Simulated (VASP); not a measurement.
Runs of VASP 6.6.1 on Zn2C. The structure is that of space group Fm-3m (No. 225), or close to it. The cells are those of the table. 

| level | cell | gap on the mesh (eV) | pressure (GPa) |
| --- | --- | --- | --- |
| r2SCAN | a = 3.646 Å, angles 60.0°, 3 atoms | 0.13 | (a) |
| r2SCAN | a = 3.609 Å, angles 60.0°, 3 atoms | 0.26 | 5.6 |
| PBE | a = 3.608 Å, angles 60.0°, 3 atoms | (b) | (c) |
| PBE | a = 3.646 Å, angles 60.0°, 3 atoms | none | 4.9 |
| r2SCAN | a = 3.717 Å, angles 60.0°, 3 atoms | none | -6.9 |
| PBE | a = 3.755 Å, angles 60.0°, 3 atoms | none | -6.2 |
| r2SCAN | a = 3.682 Å, angles 60.0°, 3 atoms | none | -3.4 |
| PBE | a = 3.719 Å, angles 60.0°, 3 atoms | none | -3.1 |
| PBE | a = 3.683 Å, angles 60.0°, 3 atoms | none | (d) |
| r2SCAN | a = 3.571 Å, angles 60.0°, 3 atoms | 0.39 | 11.4 |

Alike in all rows: task single point; potentials or basis VASP PAW PBE potentials, release 64 (C, Zn); no spin polarisation; k mesh 8 × 8 × 8; cutoff (eV) 520; smearing fermi-dirac 0.02 eV.

Question: Estimate the missing entries.

Answer: (a) 0.7; (b) 0.04; (c) 10.1; (d) 0.6.

Caveats: the PAW data sets were made with another functional, which shifts forces and pressure a little (at least some runs); the cell stands under pressure (at least some runs); the cell stands under tension (at least some runs).

A gap of «none» marks levels without a gap at the run's occupations.
